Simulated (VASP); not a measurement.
# SnO2 (P4_2/mnm) in VASP: further runs

SnO2 is run at these levels: PBEsol; tasks: single point.

All numbers are computed with VASP 6.6.1; they aren't measurements. Logs are shortened: lines on timing, memory, paths and dates and some standing lists are left out, and cuts for length are marked.

## (1) The cell of the first run

It takes space group P4_2/mnm (No. 136, tetragonal). The conventional cell has a = 4.608 Å, b = 4.608 Å, c = 3.099 Å, α = 90.00°, β = 90.00°, γ = 90.00°. Sn (site symmetry mmm) has 6 O at 2.00 Å within 2.6 Å. O (site symmetry m2m) has 3 Sn at 2.00 Å and 1 O at 2.51 Å within 2.6 Å.

## (2) Single point, PBEsol

Contents of INCAR:

```
SYSTEM = SnO2
PREC = Accurate
ENCUT = 520
EDIFF = 1E-6
ISMEAR = 1
SIGMA = 0.05
LREAL = .False.
LASPH = .True.
NELM = 60
ALGO = Normal
ISIF = 2
LWAVE = .False.
LCHARG = .False.
GGA = PS
NBANDS = 35
```

Contents of KPOINTS:

```
regular mesh
0
Gamma
  4 4 6
  0 0 0
```

Contents of POSCAR:

```
SnO2
1.0
    4.6081258586      0.0000000000      0.0000000000
    0.0000000000      4.6081258586      0.0000000000
    0.0000000000      0.0000000000      3.0991542947
Sn O
2 4
Direct
    0.0000000000      0.0000000000      0.0000000000
    0.5000000000      0.5000000000      0.5000000000
    0.3071000000      0.3071000000      0.0000000000
    0.1929000000      0.8071000000      0.5000000000
    0.6929000000      0.6929000000      0.0000000000
    0.8071000000      0.1929000000      0.5000000000
```

Potentials or basis: VASP PAW PBE potentials, release 64 (Sn_d, O).

Command:

```bash
$ cat potpaw_PBE.64/Sn_d/POTCAR potpaw_PBE.64/O/POTCAR > POTCAR
$ mpirun -np 1 vasp_std > vasp.out
```

OUTCAR:

```text
SYSTEM = SnO2
   PREC = Accurate
   ENCUT = 520
   EDIFF = 1E-6
   ISMEAR = 1
   LREAL = .False.
   LASPH = .True.
   NELM = 60
   ISIF = 2
   GGA = PS

 ion  position               nearest neighbor table
   1  0.000  0.000  0.000-   4 2.00   6 2.00   4 2.00   6 2.00   5 2.00   3 2.00   2 3.61   2 3.61
                             2 3.61   2 3.61   2 3.61   2 3.61   2 3.61   2 3.61
   2  0.500  0.500  0.500-   3 2.00   5 2.00   3 2.00   5 2.00   4 2.00   6 2.00   1 3.61   1 3.61
                             1 3.61   1 3.61   1 3.61   1 3.61   1 3.61   1 3.61
   3  0.307  0.307  0.000-   2 2.00   2 2.00   1 2.00
   4  0.193  0.807  0.500-   1 2.00   1 2.00   2 2.00
   5  0.693  0.693  0.000-   2 2.00   2 2.00   1 2.00
   6  0.807  0.193  0.500-   1 2.00   1 2.00   2 2.00

  LATTYP: Found a simple tetragonal cell.
 ALAT       =     4.6081258586
 C/A-ratio  =     0.6725411566

  Lattice vectors:

 A1 = (   4.6081258586,   0.0000000000,   0.0000000000)
 A2 = (   0.0000000000,   4.6081258586,   0.0000000000)
 A3 = (   0.0000000000,   0.0000000000,   3.0991542947)

Analysis of symmetry for initial positions (statically):
=====================================================================
 Subroutine PRICEL returns:
 Original cell was already a primitive cell.

 Routine SETGRP: Setting up the symmetry group for a
 simple tetragonal supercell.

 Subroutine GETGRP returns: Found 16 space group operations
 (whereof  8 operations were pure point group operations)
 out of a pool of 16 trial point group operations.

The static configuration has the point symmetry D_2h.
 The point group associated with its full space group is D_4h.

Analysis of symmetry for dynamics (positions and initial velocities):
=====================================================================
 Subroutine PRICEL returns:
 Original cell was already a primitive cell.

 Routine SETGRP: Setting up the symmetry group for a
 simple tetragonal supercell.

 Subroutine GETGRP returns: Found 16 space group operations
 (whereof  8 operations were pure point group operations)
 out of a pool of 16 trial point group operations.

The dynamic configuration has the point symmetry D_2h.
 The point group associated with its full space group is D_4h.

 Subroutine INISYM returns: Found 16 space group operations
 (whereof  8 operations are pure point group operations),
 and found     1 'primitive' translations

----------------------------------------------------------------------------------------

                                     Primitive cell

  volume of cell :      65.8100

  direct lattice vectors                    reciprocal lattice vectors
     4.608125859  0.000000000  0.000000000     0.217007962  0.000000000  0.000000000
     0.000000000  4.608125859  0.000000000     0.000000000  0.217007962  0.000000000
     0.000000000  0.000000000  3.099154295     0.000000000  0.000000000  0.322668672

  length of vectors
     4.608125859  4.608125859  3.099154295     0.217007962  0.217007962  0.322668672

  position of ions in fractional coordinates (direct lattice)
     0.000000000  0.000000000  0.000000000
     0.500000000  0.500000000  0.500000000
     0.307100000  0.307100000  0.000000000
     0.192900000  0.807100000  0.500000000
     0.692900000  0.692900000  0.000000000
     0.807100000  0.192900000  0.500000000

  ion indices of the primitive-cell ions
   primitive index   ion index
                 1           1
                 2           2
                 3           3
                 4           4
                 5           5
                 6           6

----------------------------------------------------------------------------------------

 KPOINTS: regular mesh

Automatic generation of k-mesh.
 Grid dimensions read from file:
 generate k-points for:    4    4    6

 Generating k-lattice:

  Cartesian coordinates                     Fractional coordinates (reciprocal lattice)
     0.054251990  0.000000000  0.000000000     0.250000000  0.000000000  0.000000000
     0.000000000  0.054251990  0.000000000     0.000000000  0.250000000  0.000000000
     0.000000000  0.000000000  0.053778112     0.000000000  0.000000000  0.166666667

  Length of vectors
     0.054251990  0.054251990  0.053778112

  Shift w.r.t. Gamma in fractional coordinates (k-lattice)
     0.000000000  0.000000000  0.000000000

 Subroutine IBZKPT returns following result:
 ===========================================

 Found     24 irreducible k-points:

 Following reciprocal coordinates:
            Coordinates               Weight
  0.000000  0.000000  0.000000      1.000000
  0.250000  0.000000  0.000000      4.000000
  0.500000  0.000000  0.000000      2.000000
  0.250000  0.250000  0.000000      4.000000
  0.500000  0.250000  0.000000      4.000000
  0.500000  0.500000  0.000000      1.000000
[... 16 lines left out ...]
  0.500000  0.250000  0.500000      4.000000
  0.500000  0.500000  0.500000      1.000000
   k-points           NKPTS =     24   k-points in BZ     NKDIM =     24   number of bands    NBANDS=     35
   number of dos      NEDOS =    301   number of ions     NIONS =      6
   total plane-waves  NPLWV =  31104
   dimension x,y,z NGX =    36 NGY =   36 NGZ =   24
   dimension x,y,z NGXF=    72 NGYF=   72 NGZF=   48
   ions per type =               2   4
   NGX,Y,Z   is equivalent  to a cutoff of  12.99, 12.99, 12.87 a.u.
   NGXF,Y,Z  is equivalent  to a cutoff of  25.98, 25.98, 25.75 a.u.
 SYSTEM =  SnO2
   PREC   = accura    normal or accurate (medium, high low for compatibility)
   ISTART =      0    job   : 0-new  1-cont  2-samecut
   ICHARG =      2    charge: 1-file 2-atom 10-const
   ISPIN  =      1    spin polarized calculation?
   LNONCOLLINEAR =      F non collinear calculations
   LSORBIT =      F    spin-orbit coupling
   LASPH  =      T    aspherical Exc in radial PAW
   ENCUT  =  520.0 eV  38.22 Ry    6.18 a.u.   8.57  8.57  5.76*2*pi/ulx,y,z
   NELM   =     60;   NELMIN=  2; NELMDL= -5     # of ELM steps
   EDIFF  = 0.1E-05   stopping-criterion for ELM
   LREAL  =      F    real-space projection
   EDIFFG = 0.1E-04   stopping-criterion for IOM
   NSW    =      0    number of steps for IOM
   IBRION =     -1    ionic relax: 0-MD 1-quasi-New 2-CG
   NFREE  =      0    steps in history (QN), initial steepest desc. (CG)
   ISIF   =      2    stress and relaxation
   ISYM   =      2    0-nonsym 1-usesym 2-fastsym
   POTIM  = 0.5000    time-step for ionic-motion
   TEBEG  =    0.0;   TEEND  =   0.0 temperature during run
   PSTRESS=    0.0 pullay stress
   NELECT =      52.0000    total number of electrons
   NUPDOWN=      -1.0000    fix difference up-down
   EMIN   =  10.00;   EMAX   =-10.00  energy-range for DOS
   EFERMI =   0.00;   METHOD = LEGACY
   ISMEAR =     1;   SIGMA  =   0.05  broadening in eV -4-tet -1-fermi 0-gaus
   EFERMI_NEDOS =   21; number of points for ismear=-14 and -15
   IALGO  =     38    algorithm
   IMIX   =      4    mixing-type and parameters
     AMIX     =   0.40;   BMIX     =  1.00
     AMIX_MAG =   1.60;   BMIX_MAG =  1.00
  volume/ion in A,a.u.               =      10.97        74.02
  Fermi-wavevector in a.u.,A,eV,Ry     =   1.513487  2.860075 31.166083  2.290643
  Thomas-Fermi vector in A             =   2.623271
   LORBIT       =      0    0 simple, 1 ext, 2 COOP (PROOUT), +10 PAW based schemes
   GGA     = PS    functional components
   LHFCALC =     F    Hartree Fock is set to
   AEXX    =    0.0000 exact exchange contribution
   IVDW    =     0    specifies the selected vdW correction
   LEPSILON=     F    determine dielectric tensor
   LRPA    =     F    only Hartree local field effects (RPA)
 non-spin polarized calculation
 Methfessel and Paxton  Order N= 1 SIGMA  =   0.05
  energy-cutoff  :      520.00
  volume of cell :       65.81
 maximum number of plane-waves:      1796
 NGX is ok and might be reduce to    36
   NGX = 17   NGY = 17   NGZ = 11

 number of electron      52.0000021 magnetization

 Free energy of the ion-electron system (eV)
  ---------------------------------------------------
  ext. energy  EPLUGINS =         0.00000000
  ---------------------------------------------------
  free energy    TOTEN  =       -39.05785694 eV

  energy without entropy =      -39.05788713  energy(sigma->0) =      -39.05786700

 E-fermi :   7.0742     XC(G=0): -11.9880

 val. band max:        7.0320633419   @ k =   0.0000   0.0000   0.0000
 cond. band min:       9.2283826793   @ k =   0.0000   0.0000   0.0000
 fundamental gap:      2.1963193374
 Fermi energy:         7.0741574528

 k-point     1 :       0.0000    0.0000    0.0000
  band No.  band energies     occupation
      1     -14.1985      2.00000
      2     -13.3395      2.00000
      3     -12.7395      2.00000
      4     -12.7224      2.00000
      5     -12.7224      2.00000
      6     -12.6776      2.00000
[... 27 lines left out ...]
     34      20.0401      0.00000
     35      20.0619      0.00000

 k-point     2 :       0.2500    0.0000    0.0000
  band No.  band energies     occupation
      1     -14.0846      2.00000
      2     -13.4186      2.00000
      3     -12.7886      2.00000
      4     -12.7483      2.00000
      5     -12.7169      2.00000
      6     -12.7166      2.00000
[... 27 lines left out ...]
     34      19.8169      0.00000
     35      20.0071      0.00000

 k-point     3 :       0.5000    0.0000    0.0000
  band No.  band energies     occupation
      1     -13.7690      2.00000
      2     -13.7690      2.00000
      3     -12.7814      2.00000
      4     -12.7814      2.00000
      5     -12.7109      2.00000
      6     -12.7109      2.00000
[... 27 lines left out ...]
     34      19.7871      0.00000
     35      20.6035      0.00000
[... 723 lines left out ...]
 k-point    23 :       0.5000    0.2500    0.5000
  band No.  band energies     occupation
      1     -14.0132      2.00000
      2     -14.0132      2.00000
      3     -12.9809      2.00000
      4     -12.9809      2.00000
      5     -12.5392      2.00000
      6     -12.5392      2.00000
[... 27 lines left out ...]
     34      19.3663      0.00000
     35      20.2450      0.00000

 k-point    24 :       0.5000    0.5000    0.5000
  band No.  band energies     occupation
      1     -13.8846      2.00000
      2     -13.8846      2.00000
      3     -13.2386      2.00000
      4     -13.2386      2.00000
      5     -12.5324      2.00000
      6     -12.5324      2.00000
[... 27 lines left out ...]
     34      19.0156      0.00000
     35      20.5495      0.00000

------------------------ aborting loop because EDIFF is reached ----------------------------------------

  FORCE on cell =-STRESS in cart. coord.  units (eV):
  Direction    XX          YY          ZZ          XY          YZ          ZX
  --------------------------------------------------------------------------------------
  -------------------------------------------------------------------------------------
  Total       10.2470529     10.2470529     14.0669088      0.0000000      0.0000000      0.0000000
  in kB      249.4696390    249.4696390    342.4659438      0.0000000      0.0000000      0.0000000
  external PRESSURE =     280.4684072 kB  Pullay stress =       0.0000000 kB

 VOLUME and BASIS-vectors are now :
 -----------------------------------------------------------------------------
  energy-cutoff  :      520.00
  volume of cell :       65.81
      direct lattice vectors                 reciprocal lattice vectors
     4.608125859  0.000000000  0.000000000     0.217007962  0.000000000  0.000000000
     0.000000000  4.608125859  0.000000000     0.000000000  0.217007962  0.000000000
     0.000000000  0.000000000  3.099154295     0.000000000  0.000000000  0.322668672

 POSITION                                       TOTAL-FORCE (eV/Angst)
 -----------------------------------------------------------------------------------
      0.00000      0.00000      0.00000        -0.000000     -0.000000     -0.000000
      2.30406      2.30406      1.54958        -0.000000     -0.000000     -0.000000
      1.41516      1.41516      0.00000        -0.438025     -0.438025     -0.000000
      0.88891      3.71922      1.54958         0.438025     -0.438025     -0.000000
      3.19297      3.19297      0.00000         0.438025      0.438025      0.000000
      3.71922      0.88891      1.54958        -0.438025      0.438025      0.000000
 -----------------------------------------------------------------------------------
    total drift:                               -0.000000      0.000000      0.000000

  FREE ENERGIE OF THE ION-ELECTRON SYSTEM (eV)
  ---------------------------------------------------
  free  energy   TOTEN  =       -39.0578569364 eV

  energy  without entropy=      -39.0578871338  energy(sigma->0) =      -39.05786700
```

Run time: 34 s. Hardware: 1 thread of Intel Xeon Platinum 8259CL at 2.50GHz (Skylake/Cascade Lake), shared host; peak memory 0.19 GiB.

What came out:

```yaml
Free_energy: -39.0579 eV
Pressure: 28.0 GPa
Largest_force: 0.619 eV/Å
Band_gap_on_the_k_mesh: 2.20 eV
```

Forces on the atoms (eV/Å):
```
Sn   0.000  0.000  0.000
Sn   0.000  0.000  0.000
O   -0.438 -0.438  0.000
O    0.438 -0.438  0.000
O    0.438  0.438  0.000
O   -0.438  0.438  0.000
```

Stress tensor (GPa, compression positive):
```
24.95  0.00  0.00
 0.00 24.95  0.00
 0.00  0.00 34.25
```

Caveat: the stress differs along the axes, from 25 to 34 GPa; the PAW data sets were made with another functional, which shifts forces and pressure a little; spin-orbit coupling is left out, which moves the levels of the heavy elements.

[end of part 1 of 3]
